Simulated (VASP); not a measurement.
# TaN (Amm2) in VASP: a series of runs

TaN is run at these levels: r2SCAN; tasks: single point.

Everything below comes from runs of VASP 6.6.1. Logs are shortened: lines on timing, memory, paths and dates and some standing lists are left out, and cuts for length are marked.

## 1. The cell of the first run

The structure is orthorhombic, space group Amm2 (No. 38). The conventional cell has a = 2.883 Å, b = 2.879 Å, c = 5.191 Å, α = 90.00°, β = 90.00°, γ = 90.00°. Ta (site symmetry mm2) has 6 N at 2.21 to 2.25 Å and 8 Ta at 2.88 to 2.97 Å within 3.0 Å. Within 3.0 Å of N (site symmetry mm2) lie 6 Ta at 2.21 to 2.25 Å and 8 N at 2.88 to 2.97 Å.

## 2. Single point, r2SCAN (strain -0.0200 x Voigt [1, -1, 0, 0, 0, 0])

POSCAR reads:

```
TaN
1.0
    2.8792388813      0.0000000000      0.0000000000
   -1.4396194406      2.5952692806      0.0000000000
    0.0000000000      0.0000000000      2.8830000000
Ta N
1 1
Direct
    0.3333333333      0.6666666667      0.5000000000
    0.0000000000      0.0000000000      0.0000000000
```

INCAR.step1 reads:

```
ALGO = Normal ; EDIFF = 1E-4
ENCUT = 520 ; GGA = PE
ISMEAR = 0 ; LASPH = T
LCHARG = F ; LREAL = F
LWAVE = T ; NBANDS = 15
NELM = 60 ; PREC = Accurate
SIGMA = 0.15
```

INCAR.step2 reads:

```
ALGO = Normal ; EDIFF = 1E-7
ENCUT = 520 ; ISIF = 2
ISMEAR = 0 ; ISTART = 1
LASPH = T ; LCHARG = F
LMIXTAU = T ; LREAL = F
LWAVE = F ; METAGGA = R2SCAN
NBANDS = 15 ; NELM = 60
PREC = Accurate ; SIGMA = 0.15
```

KPOINTS reads:

```
k-points
0
Gamma
  18 18 16
```

Potentials or basis: VASP PAW PBE potentials, release 64 (Ta_pv, N).

Launch:

```console
cat potpaw_PBE.64/Ta_pv/POTCAR potpaw_PBE.64/N/POTCAR > POTCAR
cp INCAR.step1 INCAR
mpirun -np 1 vasp_std > vasp.out
cp INCAR.step2 INCAR
mpirun -np 1 vasp_std > vasp.out
```

OUTCAR:

```text
EDIFF = 1E-7
   ENCUT = 520
   ISIF = 2
   ISMEAR = 0
   ISTART = 1
   LASPH = T
   LREAL = F
   METAGGA = R2SCAN
   NELM = 60
   PREC = Accurate

 ion  position               nearest neighbor table
   1  0.333  0.667  0.500-   2 2.21   2 2.21   2 2.21   2 2.21   2 2.25   2 2.25
   2  0.000  0.000  0.000-   1 2.21   1 2.21   1 2.21   1 2.21   1 2.25   1 2.25

  LATTYP: Found a base centered orthorhombic cell.
 ALAT       =     2.8792388813
 B/A-ratio  =     1.8027467588
 C/A-ratio  =     1.0013062892

  Lattice vectors:

 A1 = (   1.4396194406,  -2.5952692806,   0.0000000000)
 A2 = (   1.4396194407,   2.5952692806,   0.0000000000)
 A3 = (   0.0000000000,   0.0000000000,   2.8830000000)

Analysis of symmetry for initial positions (statically):
=====================================================================
 Subroutine PRICEL returns:
 Original cell was already a primitive cell.

 Routine SETGRP: Setting up the symmetry group for a
 base centered orthorhombic supercell.

 Subroutine GETGRP returns: Found  4 space group operations
 (whereof  4 operations were pure point group operations)
 out of a pool of  8 trial point group operations.

The static configuration has the point symmetry C_2v.

Analysis of symmetry for dynamics (positions and initial velocities):
=====================================================================
 Subroutine PRICEL returns:
 Original cell was already a primitive cell.

 Routine SETGRP: Setting up the symmetry group for a
 base centered orthorhombic supercell.

 Subroutine GETGRP returns: Found  4 space group operations
 (whereof  4 operations were pure point group operations)
 out of a pool of  8 trial point group operations.

The dynamic configuration has the point symmetry C_2v.

 Subroutine INISYM returns: Found  4 space group operations
 (whereof  4 operations are pure point group operations),
 and found     1 'primitive' translations

----------------------------------------------------------------------------------------

                                     Primitive cell

  volume of cell :      21.5429

  direct lattice vectors                    reciprocal lattice vectors
     2.879238881  0.000000000  0.000000000     0.347314009  0.192658235  0.000000000
    -1.439619441  2.595269281  0.000000000     0.000000000  0.385316471  0.000000000
     0.000000000  0.000000000  2.883000000     0.000000000  0.000000000  0.346860909

  length of vectors
     2.879238881  2.967815151  2.883000000     0.397170262  0.385316471  0.346860909

  position of ions in fractional coordinates (direct lattice)
     0.333333333  0.666666667  0.500000000
     0.000000000  0.000000000  0.000000000

  ion indices of the primitive-cell ions
   primitive index   ion index
                 1           1
                 2           2

----------------------------------------------------------------------------------------

 KPOINTS: k-points

Automatic generation of k-mesh.
 Grid dimensions read from file:
 generate k-points for:   18   18   16

 Generating k-lattice:

  Cartesian coordinates                     Fractional coordinates (reciprocal lattice)
     0.019295223  0.010703235  0.000000000     0.055555556 -0.000000000  0.000000000
     0.000000000  0.021406471  0.000000000     0.000000000  0.055555556  0.000000000
     0.000000000  0.000000000  0.021678807     0.000000000  0.000000000  0.062500000

  Length of vectors
     0.022065015  0.021406471  0.021678807

  Shift w.r.t. Gamma in fractional coordinates (k-lattice)
     0.000000000  0.000000000  0.000000000

 Subroutine IBZKPT returns following result:
 ===========================================

 Found    819 irreducible k-points:

 Following reciprocal coordinates:
            Coordinates               Weight
  0.000000  0.000000  0.000000      1.000000
  0.055556 -0.000000  0.000000      4.000000
  0.111111 -0.000000  0.000000      4.000000
  0.166667 -0.000000  0.000000      4.000000
  0.222222  0.000000  0.000000      4.000000
  0.277778 -0.000000  0.000000      4.000000
[... 16 lines left out ...]
 -0.333333  0.055556  0.000000      4.000000
 -0.277778  0.055556  0.000000      4.000000
 [... further k-points ...]
   k-points           NKPTS =    819   k-points in BZ     NKDIM =    819   number of bands    NBANDS=     15
   number of dos      NEDOS =    301   number of ions     NIONS =      2
   total plane-waves  NPLWV =  13824
   dimension x,y,z NGX =    24 NGY =   24 NGZ =   24
   dimension x,y,z NGXF=    48 NGYF=   48 NGZF=   48
   ions per type =               1   1
   NGX,Y,Z   is equivalent  to a cutoff of  13.86, 13.44, 13.84 a.u.
   NGXF,Y,Z  is equivalent  to a cutoff of  27.71, 26.89, 27.68 a.u.
 SYSTEM =  unknown system
   PREC   = accura    normal or accurate (medium, high low for compatibility)
   ISTART =      1    job   : 0-new  1-cont  2-samecut
   ICHARG =      0    charge: 1-file 2-atom 10-const
   ISPIN  =      1    spin polarized calculation?
   LNONCOLLINEAR =      F non collinear calculations
   LSORBIT =      F    spin-orbit coupling
   LASPH  =      T    aspherical Exc in radial PAW
   ENCUT  =  520.0 eV  38.22 Ry    6.18 a.u.   5.35  5.52  5.36*2*pi/ulx,y,z
   NELM   =     60;   NELMIN=  2; NELMDL=  0     # of ELM steps
   EDIFF  = 0.1E-06   stopping-criterion for ELM
   LREAL  =      F    real-space projection
   EDIFFG = 0.1E-05   stopping-criterion for IOM
   NSW    =      0    number of steps for IOM
   IBRION =     -1    ionic relax: 0-MD 1-quasi-New 2-CG
   NFREE  =      0    steps in history (QN), initial steepest desc. (CG)
   ISIF   =      2    stress and relaxation
   ISYM   =      2    0-nonsym 1-usesym 2-fastsym
   POTIM  = 0.5000    time-step for ionic-motion
   TEBEG  =    0.0;   TEEND  =   0.0 temperature during run
   PSTRESS=    0.0 pullay stress
   NELECT =      16.0000    total number of electrons
   NUPDOWN=      -1.0000    fix difference up-down
   EMIN   =  10.00;   EMAX   =-10.00  energy-range for DOS
   EFERMI =   0.00;   METHOD = LEGACY
   ISMEAR =     0;   SIGMA  =   0.15  broadening in eV -4-tet -1-fermi 0-gaus
   EFERMI_NEDOS =   21; number of points for ismear=-14 and -15
   IALGO  =     38    algorithm
   IMIX   =      4    mixing-type and parameters
     AMIX     =   0.40;   BMIX     =  1.00
     AMIX_MAG =   1.60;   BMIX_MAG =  1.00
  volume/ion in A,a.u.               =      10.77        72.69
  Fermi-wavevector in a.u.,A,eV,Ry     =   1.482563  2.801638 29.905522  2.197994
  Thomas-Fermi vector in A             =   2.596334
   LORBIT       =      0    0 simple, 1 ext, 2 COOP (PROOUT), +10 PAW based schemes
   METAGGA = R2SCAN    functional components
   LHFCALC =     F    Hartree Fock is set to
   AEXX    =    0.0000 exact exchange contribution
   IVDW    =     0    specifies the selected vdW correction
   LEPSILON=     F    determine dielectric tensor
   LRPA    =     F    only Hartree local field effects (RPA)
 non-spin polarized calculation
 Gauss-broadening in eV      SIGMA  =   0.15
  energy-cutoff  :      520.00
  volume of cell :       21.54
 maximum number of plane-waves:       598
 NGX is ok and might be reduce to    24
   NGX = 11   NGY = 11   NGZ = 11

 number of electron      15.9999998 magnetization

 Free energy of the ion-electron system (eV)
  ---------------------------------------------------
  ext. energy  EPLUGINS =         0.00000000
  ---------------------------------------------------
  free energy    TOTEN  =       -60.36981078 eV

  energy without entropy =      -60.36948626  energy(sigma->0) =      -60.36964852

 E-fermi :   8.1570     XC(G=0): -14.3497

 val. band max:        8.1183459659   @ k =  -0.1111   0.0556   0.4375
 cond. band min:       8.2355223312   @ k =   0.3333   0.3333   0.0000
 fundamental gap:      0.1171763652
 Fermi energy:         8.1570369475

 k-point     1 :       0.0000    0.0000    0.0000
  band No.  band energies     occupation
      1     -27.9173      2.00000
      2     -27.7021      2.00000
      3     -27.6040      2.00000
      4     -10.5874      2.00000
      5       3.1068      2.00000
      6       3.6626      2.00000
      7       3.8496      2.00000
      8       5.0674      2.00000
      9      10.7025      0.00000
     10      11.7088      0.00000
     11      12.2653      0.00000
     12      12.3717      0.00000
     13      12.5526      0.00000
     14      18.8373      0.00000
     15      22.2777      0.00000

 k-point     2 :       0.0556   -0.0000    0.0000
  band No.  band energies     occupation
      1     -27.9127      2.00000
      2     -27.7162      2.00000
      3     -27.6347      2.00000
      4     -10.5208      2.00000
      5       3.0815      2.00000
      6       3.5162      2.00000
      7       3.9560      2.00000
      8       4.9723      2.00000
      9      10.9578      0.00000
     10      11.6856      0.00000
     11      12.1521      0.00000
     12      12.3470      0.00000
     13      12.6313      0.00000
     14      18.8374      0.00000
     15      22.2616      0.00000

 k-point     3 :       0.1111   -0.0000    0.0000
  band No.  band energies     occupation
      1     -27.8993      2.00000
      2     -27.7824      2.00000
      3     -27.6962      2.00000
      4     -10.3287      2.00000
      5       2.7382      2.00000
      6       3.4801      2.00000
      7       4.2083      2.00000
      8       4.7132      2.00000
      9      11.3905      0.00000
     10      11.7213      0.00000
     11      12.0058      0.00000
     12      12.2524      0.00000
     13      12.8586      0.00000
     14      18.8374      0.00000
     15      22.2199      0.00000
[... 343 lines left out ...]
 k-point    23 :      -0.3333    0.0556    0.0000
  band No.  band energies     occupation
      1     -28.4165      2.00000
      2     -27.8636      2.00000
      3     -27.8094      2.00000
      4      -9.0270      2.00000
      5       0.5348      2.00000
      6       3.3597      2.00000
      7       4.2568      2.00000
      8       5.1759      2.00000
      9      10.4857      0.00000
     10      11.5583      0.00000
     11      12.8261      0.00000
     12      13.7641      0.00000
     13      14.7887      0.00000
     14      18.8370      0.00000
     15      22.6446      0.00000

 k-point    24 :      -0.2778    0.0556    0.0000
  band No.  band energies     occupation
      1     -28.2340      2.00000
      2     -27.8357      2.00000
      3     -27.8195      2.00000
      4      -9.4199      2.00000
      5       1.0843      2.00000
      6       3.7135      2.00000
      7       4.0335      2.00000
      8       5.0678      2.00000
      9      10.4544      0.00000
     10      11.7714      0.00000
     11      12.3934      0.00000
     12      13.5836      0.00000
     13      14.0445      0.00000
     14      18.8373      0.00000
     15      22.4012      0.00000

 [... further k-points ...]

------------------------ aborting loop because EDIFF is reached ----------------------------------------

  FORCE on cell =-STRESS in cart. coord.  units (eV):
  Direction    XX          YY          ZZ          XY          YZ          ZX
  --------------------------------------------------------------------------------------
  -------------------------------------------------------------------------------------
  Total        1.5523877     -1.1086251      0.2983781     -0.0000000      0.0000000      0.0000000
  in kB      115.4532074    -82.4499731     22.1907881     -0.0000000      0.0000000      0.0000000
  external PRESSURE =      18.3980074 kB  Pullay stress =       0.0000000 kB

 VOLUME and BASIS-vectors are now :
 -----------------------------------------------------------------------------
  energy-cutoff  :      520.00
  volume of cell :       21.54
      direct lattice vectors                 reciprocal lattice vectors
     2.879238881  0.000000000  0.000000000     0.347314009  0.192658235  0.000000000
    -1.439619441  2.595269281  0.000000000     0.000000000  0.385316471  0.000000000
     0.000000000  0.000000000  2.883000000     0.000000000  0.000000000  0.346860909

 POSITION                                       TOTAL-FORCE (eV/Angst)
 -----------------------------------------------------------------------------------
     -0.00000      1.73018      1.44150        -0.000000     -0.047056      0.000000
      0.00000      0.00000      0.00000         0.000000      0.047056      0.000000
 -----------------------------------------------------------------------------------
    total drift:                                0.000001      0.000330     -0.000000

  FREE ENERGIE OF THE ION-ELECTRON SYSTEM (eV)
  ---------------------------------------------------
  free  energy   TOTEN  =       -60.3698107822 eV

  energy  without entropy=      -60.3694862584  energy(sigma->0) =      -60.36964852
```

Wall time 14 min (1 thread of Intel Xeon 8259CL, shared host); peak memory 0.38 GiB.

Results:

```
Free energy            : -60.3698 eV
Pressure               : 1.8 GPa
Largest force          : 0.047 eV/Å
Band gap on the k mesh : zero (bands 8 and 9 overlap by 0.21 eV)
```

Forces on the atoms (eV/Å):
```
Ta   0.000 -0.047  0.000
N    0.000  0.047  0.000
```

Caveat: the cell differs from its parent crystal (strain -0.0200 x Voigt [1, -1, 0, 0, 0, 0]); the stress differs along the axes, from -8 to 12 GPa; the PAW data sets were made with another functional, which shifts forces and pressure a little; spin-orbit coupling is left out, which moves the levels of the heavy elements.

## 3. Single point, r2SCAN (strain -0.0300 x Voigt [1, -1, 0, 0, 0, 0])

POSCAR reads:

```
TaN
1.0
    2.8498588927      0.0000000000      0.0000000000
   -1.4249294463      2.6207130971      0.0000000000
    0.0000000000      0.0000000000      2.8830000000
Ta N
1 1
Direct
    0.3333333333      0.6666666667      0.5000000000
    0.0000000000      0.0000000000      0.0000000000
```

INCAR.step1 reads:

```
PREC = Accurate ; ENCUT = 520
ISMEAR = 0 ; SIGMA = 0.15
LREAL = F ; LASPH = T
NELM = 60 ; NBANDS = 15
GGA = PE ; ALGO = Normal
EDIFF = 1E-4 ; LWAVE = T
LCHARG = F
```

INCAR.step2 reads:

```
PREC = Accurate ; ENCUT = 520
EDIFF = 1E-6 ; ISMEAR = 0
SIGMA = 0.15 ; LREAL = F
LASPH = T ; NELM = 60
ALGO = Normal ; ISIF = 2
LWAVE = F ; LCHARG = T
METAGGA = R2SCAN ; LMIXTAU = T
LELF = T ; LVHAR = T
NBANDS = 15 ; ISTART = 1
```

KPOINTS reads:

```
regular mesh
0
Gamma
  18 18 16
```

Potentials or basis: VASP PAW PBE potentials, release 64 (Ta_pv, N).

Launch:

```console
cat potpaw_PBE.64/Ta_pv/POTCAR potpaw_PBE.64/N/POTCAR > POTCAR
cp INCAR.step1 INCAR
mpirun -np 1 vasp_std > vasp.out
cp INCAR.step2 INCAR
mpirun -np 1 vasp_std > vasp.out
```

OUTCAR:

```text
PREC = Accurate
   ENCUT = 520
   EDIFF = 1E-6
   ISMEAR = 0
   LREAL = F
   LASPH = T
   NELM = 60
   ISIF = 2
   METAGGA = R2SCAN
   ISTART = 1

 ion  position               nearest neighbor table
   1  0.333  0.667  0.500-   2 2.21   2 2.21   2 2.21   2 2.21   2 2.27   2 2.27
   2  0.000  0.000  0.000-   1 2.21   1 2.21   1 2.21   1 2.21   1 2.27   1 2.27

  LATTYP: Found a base centered orthorhombic cell.
 ALAT       =     2.8498588927
 B/A-ratio  =     1.8391879709
[... 623 lines left out ...]

------------------------ aborting loop because EDIFF is reached ----------------------------------------

  FORCE on cell =-STRESS in cart. coord.  units (eV):
  Direction    XX          YY          ZZ          XY          YZ          ZX
  --------------------------------------------------------------------------------------
  -------------------------------------------------------------------------------------
  Total        2.3948922     -1.7475413      0.3310816     -0.0000000      0.0000000      0.0000000
  in kB      178.2005608   -130.0320962     24.6353173     -0.0000000      0.0000000      0.0000000
  external PRESSURE =      24.2679273 kB  Pullay stress =       0.0000000 kB

 VOLUME and BASIS-vectors are now :
 -----------------------------------------------------------------------------
  energy-cutoff  :      520.00
  volume of cell :       21.53
      direct lattice vectors                 reciprocal lattice vectors
     2.849858893  0.000000000  0.000000000     0.350894566  0.190787767  0.000000000
    -1.424929446  2.620713097  0.000000000     0.000000000  0.381575534  0.000000000
     0.000000000  0.000000000  2.883000000     0.000000000  0.000000000  0.346860909

 POSITION                                       TOTAL-FORCE (eV/Angst)
 -----------------------------------------------------------------------------------
     -0.00000      1.74714      1.44150        -0.000000     -0.062986      0.000000
      0.00000      0.00000      0.00000         0.000000      0.062986      0.000000
 -----------------------------------------------------------------------------------
    total drift:                                0.000001      0.000426     -0.000000

  FREE ENERGIE OF THE ION-ELECTRON SYSTEM (eV)
  ---------------------------------------------------
  free  energy   TOTEN  =       -60.3356483877 eV

  energy  without entropy=      -60.3352221680  energy(sigma->0) =      -60.33543528
```

OSZICAR.step1:

```text
N       E                     dE             d eps       ncg     rms          rms(c)
DAV:   1     0.913255202651E+02    0.91326E+02   -0.87558E+03 24578   0.113E+03
DAV:   2    -0.220208709918E+02   -0.11335E+03   -0.10657E+03 29638   0.307E+02
DAV:   3    -0.249086777418E+02   -0.28878E+01   -0.28732E+01 27825   0.454E+01
DAV:   4    -0.249208388823E+02   -0.12161E-01   -0.12157E-01 32242   0.319E+00
DAV:   5    -0.249209127912E+02   -0.73909E-04   -0.73906E-04 28217   0.232E-01    0.236E+01
DAV:   6    -0.224648370394E+02    0.24561E+01   -0.40245E+00 31974   0.237E+01    0.993E+00
DAV:   7    -0.224100022514E+02    0.54835E-01   -0.60016E-01 27342   0.621E+00    0.700E+00
DAV:   8    -0.223906980196E+02    0.19304E-01   -0.15718E-01 30842   0.338E+00    0.167E+00
DAV:   9    -0.223819872777E+02    0.87107E-02   -0.17507E-02 27405   0.111E+00    0.185E-01
DAV:  10    -0.223820620606E+02   -0.74783E-04   -0.12716E-03 29925   0.396E-01    0.938E-02
DAV:  11    -0.223819917388E+02    0.70322E-04   -0.86076E-05 17831   0.102E-01
   1 F= -.22381992E+02 E0= -.22381725E+02  d E =-.532885E-03
```

Run time: 13 min. Hardware: 1 thread of Intel Xeon 8259CL, shared host; peak memory 0.37 GiB.

What came out:

| Property | Result |
| --- | --- |
| Free energy | -60.3356 eV |
| Pressure | 2.4 GPa |
| Largest force | 0.063 eV/Å |
| Band gap on the k mesh | zero (bands 8 and 9 overlap by 0.27 eV) |

Forces on the atoms (eV/Å):
```
Ta   0.000 -0.063  0.000
N    0.000  0.063  0.000
```

Stress tensor (GPa, compression positive):
```
 17.82   0.00   0.00
  0.00 -13.00   0.00
  0.00   0.00   2.46
```

Caveat: the cell differs from its parent crystal (strain -0.0300 x Voigt [1, -1, 0, 0, 0, 0]); the stress differs along the axes, from -13 to 18 GPa; the PAW data sets were made with another functional, which shifts forces and pressure a little; spin-orbit coupling is left out, which moves the levels of the heavy elements.

The gap in the log of VASP goes by the Fermi energy; the results here count the filled bands.